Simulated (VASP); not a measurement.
A run of VASP 6.6.1 is set up as follows.

The input INCAR:

```
PREC = Accurate
ENCUT = 600
EDIFF = 1E-6
ISMEAR = 0
SIGMA = 0.02
LREAL = F
LASPH = T
NELM = 120
ALGO = Normal
ISIF = 2
LWAVE = F
LCHARG = F
GGA = PE
NBANDS = 11
GGA_COMPAT = F
```

The input KPOINTS:

```
regular mesh
0
Gamma
  4 4 4
```

File POSCAR:

```
MgO
1.0
    0.0000000000      2.1085000000      2.1085000000
    2.1085000000      0.0000000000      2.1085000000
    2.1085000000      2.1085000000      0.0000000000
Mg O
1 1
Direct
    0.0000000000      0.0000000000      0.0000000000
    0.5000000000      0.5000000000      0.5000000000
```

Potentials or basis: VASP PAW PBE potentials, release 64 (Mg, O).

Command:

```sh
$ cat potpaw_PBE.64/Mg/POTCAR potpaw_PBE.64/O/POTCAR > POTCAR
$ mpirun -np 1 vasp_std > vasp.out
```

Problem. Predict the band gap on the k mesh.

Solution. 4.69 eV, direct.

Problem. What does it give for the pressure?

Solution. 3.1 GPa.

Caveat: the k points lie up to 0.65 Å⁻¹ apart.
